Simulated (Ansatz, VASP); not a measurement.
## One calculation of HfO2, two programs

The input INCAR:

```
  ALGO = Normal
  EDIFF = 1E-7
  ENCUT = 520
  GGA = PE
  ISIF = 2
  ISMEAR = 0
  LASPH = True
  LCHARG = True
  LELF = True
  LREAL = False
  LVHAR = True
  LWAVE = False
  NBANDS = 43
  NELM = 100
  PREC = Accurate
  SIGMA = 0.05
```

File KPOINTS:

```
k-points
0
Gamma
  7 7 3
```

The input POSCAR:

```
HfO2
1.0
    2.5488057606     -2.5488057606      0.0000000000
    2.5488057606      0.0000000000     -2.5488057606
    8.0710483215      3.6108931210      3.6108931210
Hf O
3 6
Direct
   -0.4131805550     -0.4131805550      0.7083500000
    0.1145861117      0.1145861117      0.3750166667
    0.6423527783      0.6423527783      0.0416833333
    0.4965277783      0.4965277783      0.2916833333
    0.4409944450     -0.5590055550      0.9583500000
   -0.0312388883     -0.0312388883      0.6250166667
    0.2048777783      0.2048777783      0.7916833333
    0.7326444450      0.7326444450      0.4583500000
    0.2604111117      0.2604111117      0.1250166667
```

Input for Ansatz:

```yaml
crystal:
  lattice:
    - [2.5488057606, -2.5488057606, 0.0]
    - [2.5488057606, 0.0, -2.5488057606]
    - [8.0710483215, 3.610893121, 3.610893121]
  atoms:
    - { symbol: Hf, position: [-0.413180555, -0.413180555, 0.70835] }
    - { symbol: Hf, position: [0.1145861117, 0.1145861117, 0.3750166667] }
    - { symbol: Hf, position: [0.6423527783, 0.6423527783, 0.0416833333] }
    - { symbol: O, position: [0.4965277783, 0.4965277783, 0.2916833333] }
    - { symbol: O, position: [0.440994445, -0.559005555, 0.95835] }
    - { symbol: O, position: [-0.0312388883, -0.0312388883, 0.6250166667] }
    - { symbol: O, position: [0.2048777783, 0.2048777783, 0.7916833333] }
    - { symbol: O, position: [0.732644445, 0.732644445, 0.45835] }
    - { symbol: O, position: [0.2604111117, 0.2604111117, 0.1250166667] }
basis:
  ecutwfc: 420
kpoints:
  mp_grid: { grid: [7, 7, 3] }
hamiltonian:
  xc: pbe
scf:
  occupations: { method: gaussian, width: 0.05 }
output:
  forces: true
  stress: true
  eigenvalues: true
```

Alike in both runs: task single point; functional PBE; k mesh 7 × 7 × 3; occupations gaussian, width 0.05 eV; no spin polarisation.

```csv
,VASP,Ansatz
version,VASP 6.6.1,Ansatz 0.2.0
potentials or method,"VASP PAW PBE potentials, release 64 (Hf_pv, O), cutoff 520 eV","scalar-relativistic, plane waves, PAW"
valence electrons in the cell,66,114
```

|  | VASP | Ansatz | Ansatz less VASP |
| --- | --- | --- | --- |
| gap on the k mesh at the Fermi level (eV) | 0.22 | 0.23 | +0.007 |
| least direct gap on the mesh (eV) | 0.36 | 0.37 | +0.018 |
| pressure (GPa) | 18.1 | 21.2 | +3.09 |
| traceless stress, the component that is largest in VASP (GPa) | 23.42 | 23.48 | +0.063 |
| rms of the force components (eV/Å) | 4.915 | 4.910 | -0.0058 |

Atom by atom the forces differ by 0.028 eV/Å (rms over components). VASP's potentials hold 66 valence electrons a cell and Ansatz's 114, so a difference there can come from the potentials and not from the codes.

Neither program's run includes spin-orbit coupling.
